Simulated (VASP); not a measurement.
# SnTe in VASP: a series of runs, part 3 of 3

VASP 6.6.1. Earlier steps stand in the parts before.

### 4 Single point, PBE (strain -0.080 along x and y, -0.040 along z)

Input file INCAR:

```
PREC     = Accurate       # precision mode
ENCUT    = 520            # plane-wave cutoff, eV
EDIFF    = 1E-7           # SCF threshold, eV
ISMEAR   = 0              # smearing method
SIGMA    = 0.03           # smearing width, eV
LREAL    = F              # projectors in reciprocal space
LASPH    = T              # aspherical terms in the spheres
NELM     = 60             # most SCF steps
ALGO     = Normal         # electronic algorithm
ISIF     = 2              # what is computed and relaxed
LWAVE    = F              # write WAVECAR
LCHARG   = F              # write CHGCAR
GGA      = PE             # functional
NBANDS   = 17             # bands
```

Input file KPOINTS:

```
regular mesh
0
Gamma
  10 10 10
```

Input file POSCAR:

```
SnTe
1.0
    0.0000000000      2.9039800000      3.0302400000
    2.9039800000      0.0000000000      3.0302400000
    2.9039800000      2.9039800000      0.0000000000
Sn Te
1 1
Direct
    0.0000000000      0.0000000000      0.0000000000
    0.5000000000      0.5000000000      0.5000000000
```

Potentials or basis: VASP PAW PBE potentials, release 64 (Sn_d, Te).

Command:

```
cat potpaw_PBE.64/Sn_d/POTCAR potpaw_PBE.64/Te/POTCAR > POTCAR
mpirun -np 1 vasp_std > vasp.out
```

OUTCAR:

```text
PREC = Accurate
   ENCUT = 520
   EDIFF = 1E-7
   ISMEAR = 0
   LREAL = F
   LASPH = T
   NELM = 60
   ISIF = 2
   GGA = PE

 ion  position               nearest neighbor table
   1  0.000  0.000  0.000-   2 2.90   2 2.90   2 2.90   2 2.90   2 3.03   2 3.03
   2  0.500  0.500  0.500-   1 2.90   1 2.90   1 2.90   1 2.90   1 3.03   1 3.03

  LATTYP: Found a body centered tetragonal cell.
 ALAT       =     4.1068479009
 C/A-ratio  =     1.4757011086

  Lattice vectors:

 A1 = (  -2.9039800000,   0.0000000000,   3.0302400000)
 A2 = (   2.9039800000,   0.0000000000,   3.0302400000)
 A3 = (   0.0000000000,   2.9039800000,  -3.0302400000)

Analysis of symmetry for initial positions (statically):
=====================================================================
 Subroutine PRICEL returns:
 Original cell was already a primitive cell.

 Routine SETGRP: Setting up the symmetry group for a
 body centered tetragonal supercell.

 Subroutine GETGRP returns: Found 16 space group operations
 (whereof 16 operations were pure point group operations)
 out of a pool of 16 trial point group operations.
[... 156 lines left out ...]
  ---------------------------------------------------
  ext. energy  EPLUGINS =         0.00000000
  ---------------------------------------------------
  free energy    TOTEN  =        -6.86155770 eV

  energy without entropy =       -6.86130583  energy(sigma->0) =       -6.86143177

 E-fermi :   9.8547     XC(G=0): -10.4302

 val. band max:        9.6736479875   @ k =  -0.4000   0.1000   0.2000
 cond. band min:       9.8721409853   @ k =   0.5000   0.0000   0.0000
 fundamental gap:      0.1984929978
 Fermi energy:         9.8547401858

 k-point     1 :       0.0000    0.0000    0.0000
  band No.  band energies     occupation
      1     -12.3458      2.00000
      2     -12.3373      2.00000
      3     -12.3247      2.00000
      4     -12.3163      2.00000
      5     -12.3163      2.00000
      6      -4.7651      2.00000
[... 457 lines left out ...]
      4     -12.2989      2.00000
      5     -12.2980      2.00000
      6      -3.1984      2.00000
[... 9 lines left out ...]
     16      19.2738      0.00000
     17      19.6190      0.00000

 [... further k-points ...]
[... 5 lines left out ...]
  --------------------------------------------------------------------------------------
  -------------------------------------------------------------------------------------
  Total        6.8583961      6.8583961      3.6528905      0.0000000      0.0000000     -0.0000000
  in kB      215.0002081    215.0002081    114.5125214      0.0000000      0.0000000     -0.0000000
  external PRESSURE =     181.5043126 kB  Pullay stress =       0.0000000 kB

 VOLUME and BASIS-vectors are now :
 -----------------------------------------------------------------------------
  energy-cutoff  :      520.00
  volume of cell :       51.11
      direct lattice vectors                 reciprocal lattice vectors
     0.000000000  2.903980000  3.030240000    -0.172177494  0.172177494  0.165003432
     2.903980000  0.000000000  3.030240000     0.172177494 -0.172177494  0.165003432
     2.903980000  2.903980000  0.000000000     0.172177494  0.172177494 -0.165003432

 POSITION                                       TOTAL-FORCE (eV/Angst)
 -----------------------------------------------------------------------------------
      0.00000      0.00000      0.00000        -0.000000      0.000000      0.000000
      2.90398      2.90398      3.03024         0.000000     -0.000000     -0.000000
 -----------------------------------------------------------------------------------
    total drift:                                0.000000     -0.000000     -0.000000

  FREE ENERGIE OF THE ION-ELECTRON SYSTEM (eV)
  ---------------------------------------------------
  free  energy   TOTEN  =        -6.8615577024 eV

  energy  without entropy=       -6.8613058331  energy(sigma->0) =       -6.86143177
```

OSZICAR:

```text
N       E                     dE             d eps       ncg     rms          rms(c)
DAV:   1     0.129844113884E+03    0.12984E+03   -0.96845E+03  3544   0.146E+03
DAV:   2     0.426096246751E+01   -0.12558E+03   -0.12207E+03  3750   0.349E+02
DAV:   3    -0.658588069828E+01   -0.10847E+02   -0.10749E+02  4469   0.888E+01
DAV:   4    -0.687299824322E+01   -0.28712E+00   -0.28690E+00  4069   0.149E+01
DAV:   5    -0.688397883146E+01   -0.10981E-01   -0.10980E-01  4988   0.283E+00    0.793E+00
DAV:   6    -0.686350846448E+01    0.20470E-01   -0.32848E-02  4744   0.147E+00    0.491E+00
DAV:   7    -0.686217790342E+01    0.13306E-02   -0.28386E-02  4437   0.107E+00    0.248E-01
DAV:   8    -0.686145463855E+01    0.72326E-03   -0.44656E-03  4574   0.583E-01    0.195E-01
DAV:   9    -0.686155729706E+01   -0.10266E-03   -0.34900E-04  4309   0.141E-01    0.866E-02
DAV:  10    -0.686155671037E+01    0.58669E-06   -0.92596E-06  4512   0.348E-02    0.331E-02
DAV:  11    -0.686155816880E+01   -0.14584E-05   -0.75159E-06  3932   0.184E-02    0.273E-02
DAV:  12    -0.686155762641E+01    0.54238E-06   -0.11392E-06  4243   0.767E-03    0.324E-03
DAV:  13    -0.686155770235E+01   -0.75939E-07   -0.15946E-07  3872   0.209E-03
   1 F= -.68615577E+01 E0= -.68614318E+01  d E =-.251869E-03
```

Wall time 2 min (1 thread of AMD EPYC 7R43 (Zen 3), shared host); peak memory 0.2 GiB.

What came out:

```
Free energy            : -6.8616 eV
Pressure               : 18.2 GPa
Band gap on the k mesh : zero (band 10 reaches 9.97 eV, above the bottom of band 11 at 9.67 eV)
```

Stress tensor (GPa, compression positive):
```
21.50  0.00  0.00
 0.00 21.50  0.00
 0.00  0.00 11.45
```

Caveat: the cell differs from its parent crystal (strain -0.080 along x and y, -0.040 along z); spin-orbit coupling is left out, which moves the levels of the heavy elements.

### 5 Single point, PBE (strain -0.040 along x and y, +0.000 along z)

Input file INCAR:

```
SYSTEM = SnTe
PREC     = Accurate       ! precision mode
ENCUT    = 520            ! plane-wave cutoff, eV
EDIFF    = 1E-6           ! SCF threshold, eV
ISMEAR   = 0              ! smearing method
SIGMA    = 0.03           ! smearing width, eV
LREAL    = .False.        ! projectors in reciprocal space
LASPH    = .True.         ! aspherical terms in the spheres
NELM     = 100            ! most SCF steps
ALGO     = Normal         ! electronic algorithm
ISIF     = 2              ! what is computed and relaxed
LWAVE    = .False.        ! write WAVECAR
LCHARG   = .True.         ! write CHGCAR
GGA      = PE             ! functional
LELF     = .True.         ! ELF
LVHAR    = .True.       
NBANDS   = 17             ! bands
```

Input file KPOINTS:

```
regular mesh
0
Gamma
  10 10 10
  0 0 0
```

Input file POSCAR:

```
SnTe
1.0
    0.0000000000      3.0302400000      3.1565000000
    3.0302400000      0.0000000000      3.1565000000
    3.0302400000      3.0302400000      0.0000000000
Sn Te
1 1
Direct
    0.0000000000      0.0000000000      0.0000000000
    0.5000000000      0.5000000000      0.5000000000
```

Potentials or basis: VASP PAW PBE potentials, release 64 (Sn_d, Te).

Command:

```
cat potpaw_PBE.64/Sn_d/POTCAR potpaw_PBE.64/Te/POTCAR > POTCAR
mpirun -np 1 vasp_std > vasp.out
```

OUTCAR:

```text
SYSTEM = SnTe
   PREC = Accurate
   ENCUT = 520
   EDIFF = 1E-6
   ISMEAR = 0
   LREAL = .False.
   LASPH = .True.
   NELM = 100
   ISIF = 2
   GGA = PE

 ion  position               nearest neighbor table
   1  0.000  0.000  0.000-   2 3.03   2 3.03   2 3.03   2 3.03   2 3.16   2 3.16
   2  0.500  0.500  0.500-   1 3.03   1 3.03   1 3.03   1 3.03   1 3.16   1 3.16

  LATTYP: Found a body centered tetragonal cell.
 ALAT       =     4.2854065052
 C/A-ratio  =     1.4731391275

  Lattice vectors:

 A1 = (  -3.0302400000,   0.0000000000,   3.1565000000)
 A2 = (   3.0302400000,   0.0000000000,   3.1565000000)
 A3 = (   0.0000000000,   3.0302400000,  -3.1565000000)

[... 649 lines left out ...]
      6      -4.1998      2.00000
[... 9 lines left out ...]
     16      17.2759      0.00000
     17      17.5379      0.00000

 [... further k-points ...]
[... 5 lines left out ...]
  --------------------------------------------------------------------------------------
  -------------------------------------------------------------------------------------
  Total        3.3986020      3.3986020      0.8718631      0.0000000     -0.0000000      0.0000000
  in kB       93.9336177     93.9336177     24.0973350      0.0000000     -0.0000000      0.0000000
  external PRESSURE =      70.6548568 kB  Pullay stress =       0.0000000 kB

 VOLUME and BASIS-vectors are now :
 -----------------------------------------------------------------------------
  energy-cutoff  :      520.00
  volume of cell :       57.97
      direct lattice vectors                 reciprocal lattice vectors
     0.000000000  3.030240000  3.156500000    -0.165003432  0.165003432  0.158403295
     3.030240000  0.000000000  3.156500000     0.165003432 -0.165003432  0.158403295
     3.030240000  3.030240000  0.000000000     0.165003432  0.165003432 -0.158403295

 POSITION                                       TOTAL-FORCE (eV/Angst)
 -----------------------------------------------------------------------------------
      0.00000      0.00000      0.00000        -0.000000     -0.000000      0.000000
      3.03024      3.03024      3.15650         0.000000      0.000000      0.000000
 -----------------------------------------------------------------------------------
    total drift:                               -0.000000      0.000000      0.000000

  FREE ENERGIE OF THE ION-ELECTRON SYSTEM (eV)
  ---------------------------------------------------
  free  energy   TOTEN  =        -7.3808927755 eV

  energy  without entropy=       -7.3808911205  energy(sigma->0) =       -7.38089195
```

OSZICAR:

```text
N       E                     dE             d eps       ncg     rms          rms(c)
DAV:   1     0.126438020277E+03    0.12644E+03   -0.95768E+03  3536   0.140E+03
DAV:   2     0.371182477877E+01   -0.12273E+03   -0.11919E+03  3806   0.335E+02
DAV:   3    -0.710576730325E+01   -0.10818E+02   -0.10718E+02  4311   0.882E+01
DAV:   4    -0.740361854216E+01   -0.29785E+00   -0.29766E+00  4149   0.151E+01
DAV:   5    -0.741520852695E+01   -0.11590E-01   -0.11589E-01  4970   0.292E+00    0.574E+00
DAV:   6    -0.738014957198E+01    0.35059E-01   -0.74988E-02  4745   0.197E+00    0.356E+00
DAV:   7    -0.738125168259E+01   -0.11021E-02   -0.43867E-02  4297   0.113E+00    0.570E-01
DAV:   8    -0.738076416813E+01    0.48751E-03   -0.69633E-03  4437   0.673E-01    0.197E-01
DAV:   9    -0.738090009251E+01   -0.13592E-03   -0.47171E-04  4556   0.225E-01    0.595E-02
DAV:  10    -0.738089003604E+01    0.10056E-04   -0.68455E-05  4638   0.850E-02    0.226E-02
DAV:  11    -0.738089248882E+01   -0.24528E-05   -0.15476E-05  4269   0.367E-02    0.614E-03
DAV:  12    -0.738089277547E+01   -0.28665E-06   -0.87743E-07  2736   0.131E-02
   1 F= -.73808928E+01 E0= -.73808919E+01  d E =-.165494E-05
```

Run time: 94 s. Hardware: 1 thread of AMD EPYC 7R43 (Zen 3), shared host; peak memory 0.23 GiB.

What came out:

| Item | Value |
| --- | --- |
| Free energy | -7.3809 eV |
| Pressure | 7.1 GPa |
| Band gap on the k mesh | 0.13 eV, indirect (least direct gap 0.41 eV) |

Stress tensor (GPa, compression positive):
```
9.39 0.00 0.00
0.00 9.39 0.00
0.00 0.00 2.41
```

Caveat: the cell differs from its parent crystal (strain -0.040 along x and y, +0.000 along z); spin-orbit coupling is left out, which moves the levels of the heavy elements. A k mesh can miss the band edges.

### 6 The runs side by side

```tsv
cell	gap on the mesh (eV)	pressure (GPa)
a = 4.107 Å, angles 60.0°, 2 atoms	none	22.9
a = 4.821 Å, angles 60.0°, 2 atoms	0.47	-5.0
a = 4.197, b = 4.197, c = 4.107 Å, angles 60.7, 60.7, 58.6°, 2 atoms	none	18.2
a = 4.376, b = 4.376, c = 4.285 Å, angles 60.7, 60.7, 58.6°, 2 atoms	0.13	7.1
```

Alike in all rows: task single point; level PBE; potentials or basis VASP PAW PBE potentials, release 64 (Sn_d, Te); no spin polarisation; k mesh 10 × 10 × 10; cutoff (eV) 520; smearing gaussian 0.03 eV.

Caveats: spin-orbit coupling is left out, which moves the levels of the heavy elements.

Total energies depend on the potentials used, so only differences within one code and one set of settings carry meaning.
